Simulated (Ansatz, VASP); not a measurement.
**W2C3: VASP beside Ansatz**

```
W C
1.0
     3.97019    0.00000    0.00000
     0.00000    3.97019    0.00000
     0.00000    0.00000    3.97019
W C
2 3
Direct
  0.00000 0.00000 0.00000
  0.50000 0.50000 0.50000
  0.00000 0.50000 0.50000
  0.50000 0.00000 0.50000
  0.50000 0.50000 0.00000
```

Alike in both runs: functional PBE; k mesh 4 × 4 × 4; occupations gaussian, width 0.2 eV; no spin polarisation.

Ansatz relaxed the structure, and its values are those at the end. VASP's run is a single point on that final structure, the one shown.

|  | VASP | Ansatz |
| --- | --- | --- |
| version | VASP 6.6.1 | Ansatz 0.2.0 |
| potentials or method | VASP PAW PBE potentials, release 64 (W_sv, C), cutoff 520 eV | scalar-relativistic, plane waves, PAW |
| valence electrons in the cell | 40 | 40 |

Ansatz gave:

| Item | Value |
| --- | --- |
| gap on the k mesh at the Fermi level (eV) | none |
| pressure (GPa) | -0.2 |

Question: Which values does VASP return?

Answer: gap on the k mesh at the Fermi level (eV): none; pressure (GPa): 0.2.

A gap of «none» marks a metal or a gap that the smearing closes.

The k mesh is coarse, so the values compare programs but aren't converged. Spin-orbit coupling is off throughout.
